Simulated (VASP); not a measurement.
# CdS (P3_221) in VASP: notebook, part 2 of 2

VASP 6.6.1. The steps go on from the part before.

## 3. Single point, PBE

This run uses another cell than the first one, of 25.27 Å³/atom.

Input file INCAR:

```
SYSTEM = CdS
ALGO     = Normal         ! electronic algorithm
EDIFF    = 1E-7           ! SCF threshold, eV
ENCUT    = 520            ! plane-wave cutoff, eV
GGA      = PE             ! functional
ISIF     = 2              ! what is computed and relaxed
ISMEAR   = 0              ! smearing method
LASPH    = .True.         ! aspherical terms in the spheres
LCHARG   = .True.         ! write CHGCAR
LELF     = .True.         ! ELF
LREAL    = .False.        ! projectors in reciprocal space
LVHAR    = .True.       
LWAVE    = .False.        ! write WAVECAR
NBANDS   = 36             ! bands
NELM     = 100            ! most SCF steps
PREC     = Accurate       ! precision mode
SIGMA    = 0.1            ! smearing width, eV
```

Input file KPOINTS:

```
k-points
0
Gamma
  3 3 6
  0 0 0
```

Input file POSCAR:

```
CdS
1.0
    6.6085762494     -0.0000000030      0.0000000000
   -3.3042881221      5.7231949163      0.0000000000
    0.0000000000      0.0000000000      4.0083043906
Cd S
3 3
Direct
    0.6214865018      0.0000000000      0.6666666667
    0.0000000000      0.6214865018      0.3333333333
    0.3785134982      0.3785134982      0.0000000000
    0.3711683952      0.0000000000      0.1666666667
    0.0000000000      0.3711683952      0.8333333333
    0.6288316048      0.6288316048      0.5000000000
```

Potentials or basis: VASP PAW PBE potentials, release 64 (Cd, S).

Run with:

```console
cat potpaw_PBE.64/Cd/POTCAR potpaw_PBE.64/S/POTCAR > POTCAR
mpirun -np 1 vasp_std > vasp.out
```

OUTCAR:

```text
SYSTEM = CdS
   EDIFF = 1E-7
   ENCUT = 520
   GGA = PE
   ISIF = 2
   ISMEAR = 0
   LASPH = .True.
   LREAL = .False.
   NELM = 100
   PREC = Accurate

 ion  position               nearest neighbor table
   1  0.621  0.000  0.667-   5 2.57   6 2.57   4 2.60   4 2.60
   2  0.000  0.621  0.333-   4 2.57   6 2.57   5 2.60   5 2.60
   3  0.379  0.379  0.000-   4 2.57   5 2.57   6 2.60   6 2.60
   4  0.371  0.000  0.167-   2 2.57   3 2.57   1 2.60   1 2.60
   5  0.000  0.371  0.833-   1 2.57   3 2.57   2 2.60   2 2.60
   6  0.629  0.629  0.500-   1 2.57   2 2.57   3 2.60   3 2.60

  LATTYP: Found a hexagonal cell.
 ALAT       =     6.6085762494
 C/A-ratio  =     0.6065307018

  Lattice vectors:

 A1 = (   6.6085762494,  -0.0000000030,   0.0000000000)
 A2 = (  -3.3042881221,   5.7231949163,   0.0000000000)
 A3 = (   0.0000000000,   0.0000000000,   4.0083043906)

Analysis of symmetry for initial positions (statically):
=====================================================================
[... 172 lines left out ...]
 E-fermi :   1.5363     XC(G=0):  -9.1130

 val. band max:        1.0682815135   @ k =   0.0000   0.0000   0.0000
 cond. band min:       2.0338061971   @ k =   0.0000   0.0000   0.0000
 fundamental gap:      0.9655246836
 Fermi energy:         1.5362552895

 k-point     1 :       0.0000    0.0000    0.0000
  band No.  band energies     occupation
      1     -11.0508      2.00000
      2     -10.4401      2.00000
      3     -10.4401      2.00000
      4      -6.5665      2.00000
      5      -6.5665      2.00000
      6      -6.3658      2.00000
[... 535 lines left out ...]
     35       8.0412      0.00000
     36       8.0416      0.00000

------------------------ aborting loop because EDIFF is reached ----------------------------------------

  FORCE on cell =-STRESS in cart. coord.  units (eV):
  Direction    XX          YY          ZZ          XY          YZ          ZX
  --------------------------------------------------------------------------------------
  -------------------------------------------------------------------------------------
  Total        0.1218329      0.1218329      0.2163455      0.0000000      0.0000000      0.0000000
  in kB        1.2875620      1.2875620      2.2863956      0.0000000      0.0000000      0.0000000
  external PRESSURE =       1.6205065 kB  Pullay stress =       0.0000000 kB

 VOLUME and BASIS-vectors are now :
 -----------------------------------------------------------------------------
  energy-cutoff  :      520.00
  volume of cell :      151.60
      direct lattice vectors                 reciprocal lattice vectors
     6.608576249 -0.000000003  0.000000000     0.151318523  0.087363790  0.000000000
    -3.304288122  5.723194916  0.000000000     0.000000000  0.174727580  0.000000000
     0.000000000  0.000000000  4.008304391     0.000000000  0.000000000  0.249482051

 POSITION                                       TOTAL-FORCE (eV/Angst)
 -----------------------------------------------------------------------------------
      4.10714     -0.00000      2.67220         0.006288     -0.000000      0.000000
     -2.05357      3.55689      1.33610        -0.003144      0.005445     -0.000000
      1.25072      2.16631      0.00000        -0.003144     -0.005445     -0.000000
      2.45289     -0.00000      0.66805        -0.043273      0.000000     -0.000000
     -1.22645      2.12427      3.34025         0.021636     -0.037475      0.000000
      2.07784      3.59893      2.00415         0.021636      0.037475     -0.000000
 -----------------------------------------------------------------------------------
    total drift:                               -0.000004     -0.000007      0.000000

  FREE ENERGIE OF THE ION-ELECTRON SYSTEM (eV)
  ---------------------------------------------------
  free  energy   TOTEN  =       -17.9776022362 eV

  energy  without entropy=      -17.9776022362  energy(sigma->0) =      -17.97760224
```

OSZICAR:

```text
N       E                     dE             d eps       ncg     rms          rms(c)
DAV:   1     0.381017173201E+03    0.38102E+03   -0.26446E+04  1008   0.138E+03
DAV:   2     0.431476045402E+01   -0.37670E+03   -0.36502E+03  1112   0.342E+02
DAV:   3    -0.194409659546E+02   -0.23756E+02   -0.23600E+02  1192   0.837E+01
DAV:   4    -0.197454750940E+02   -0.30451E+00   -0.30419E+00  1176   0.924E+00
DAV:   5    -0.197505126336E+02   -0.50375E-02   -0.50370E-02  1168   0.119E+00    0.126E+01
DAV:   6    -0.180155222626E+02    0.17350E+01   -0.34928E+00  1268   0.155E+01    0.102E+01
DAV:   7    -0.179846879229E+02    0.30834E-01   -0.11326E+00  1112   0.485E+00    0.511E+00
DAV:   8    -0.179815432302E+02    0.31447E-02   -0.13711E-01  1096   0.306E+00    0.566E-01
DAV:   9    -0.179771181091E+02    0.44251E-02   -0.30394E-02  1192   0.170E+00    0.154E-01
DAV:  10    -0.179774358672E+02   -0.31776E-03   -0.24292E-03  1116   0.387E-01    0.147E-01
DAV:  11    -0.179775842845E+02   -0.14842E-03   -0.31811E-04  1140   0.935E-02    0.120E-01
DAV:  12    -0.179776056946E+02   -0.21410E-04   -0.21831E-04  1096   0.627E-02    0.338E-02
DAV:  13    -0.179776020641E+02    0.36305E-05   -0.19648E-05  1184   0.281E-02    0.921E-03
DAV:  14    -0.179776030339E+02   -0.96984E-06   -0.17096E-06  1096   0.894E-03    0.739E-03
DAV:  15    -0.179776024036E+02    0.63028E-06   -0.96867E-07  1032   0.534E-03    0.571E-03
DAV:  16    -0.179776022114E+02    0.19221E-06   -0.43199E-07  1044   0.258E-03    0.239E-03
DAV:  17    -0.179776022362E+02   -0.24773E-07   -0.12076E-08   584   0.720E-04
   1 F= -.17977602E+02 E0= -.17977602E+02  d E =-.672330E-12
```

stdout:

```text
POSCAR found type information on POSCAR CdS
 POSCAR found :  2 types and       6 ions
 scaLAPACK will be used
 LDA part: xc-table for (Slater+PW92), standard interpolation
 POSCAR, INCAR and KPOINTS ok, starting setup
 FFT: planning ... GRIDC
 FFT: planning ... GRID_SOFT
 FFT: planning ... GRID
 WAVECAR not read
 entering main loop
```

Wall time 97 s (1 thread of AMD EPYC 7R13 (Zen 3), shared host); peak memory 0.25 GiB.

What came out:

| Property | Result |
| --- | --- |
| Free energy | -17.9776 eV |
| Pressure | 0.2 GPa |
| Largest force | 0.043 eV/Å |
| Band gap on the k mesh | 0.97 eV |

Forces in eV/Å, atoms in the order of the input:
```
Cd   0.006  0.000  0.000
Cd  -0.003  0.005  0.000
Cd  -0.003 -0.005  0.000
S   -0.043  0.000  0.000
S    0.022 -0.037  0.000
S    0.022  0.037  0.000
```
